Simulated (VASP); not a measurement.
A run of VASP 6.6.1 is set up as follows.

File POSCAR:

```
NaH
1.0
    0.0000000000      2.2767228920      2.4178797113
    2.2767228920      0.0000000000      2.4178797113
    2.2767228920      2.2767228920      0.0000000000
Na H
1 1
Direct
    0.0000000000      0.0000000000      0.0000000000
    0.5000000000      0.5000000000      0.5000000000
```

The input INCAR.step1:

```
SYSTEM = NaH
  PREC = Accurate
  ENCUT = 520
  ISMEAR = -1
  SIGMA = 0.2
  LREAL = .FALSE.
  LASPH = .TRUE.
  NELM = 80
  NBANDS = 11
  GGA = PE
  ALGO = Normal
  EDIFF = 1E-4
  LWAVE = .TRUE.
  LCHARG = .FALSE.
```

The input INCAR.step2:

```
SYSTEM = NaH
  PREC = Accurate
  ENCUT = 520
  EDIFF = 1E-6
  ISMEAR = -1
  SIGMA = 0.2
  LREAL = .FALSE.
  LASPH = .TRUE.
  NELM = 80
  ALGO = Normal
  ISIF = 2
  LWAVE = .FALSE.
  LCHARG = .FALSE.
  METAGGA = R2SCAN
  LMIXTAU = .TRUE.
  NBANDS = 11
  ISTART = 1
```

File KPOINTS:

```
Automatic mesh
0
G
  10 10 10
  0 0 0
```

Potentials or basis: VASP PAW PBE potentials, release 64 (Na_pv, H).

Launch:

```sh
$ cat potpaw_PBE.64/Na_pv/POTCAR potpaw_PBE.64/H/POTCAR > POTCAR
$ cp INCAR.step1 INCAR
$ mpirun -np 1 vasp_std > vasp.out
$ cp INCAR.step2 INCAR
$ mpirun -np 1 vasp_std > vasp.out
```

**Question.** What does it give for the band gap on the k mesh?

**Answer.** 4.56 eV, indirect (least direct gap 5.35 eV).

**Question.** What does it give for the pressure?

**Answer.** 2.7 GPa.

Stress tensor (GPa, compression positive):
```
3.78 0.00 0.00
0.00 3.78 0.00
0.00 0.00 0.60
```

Caveat: the PAW data sets were made with another functional, which shifts forces and pressure a little. A k mesh can miss the band edges.
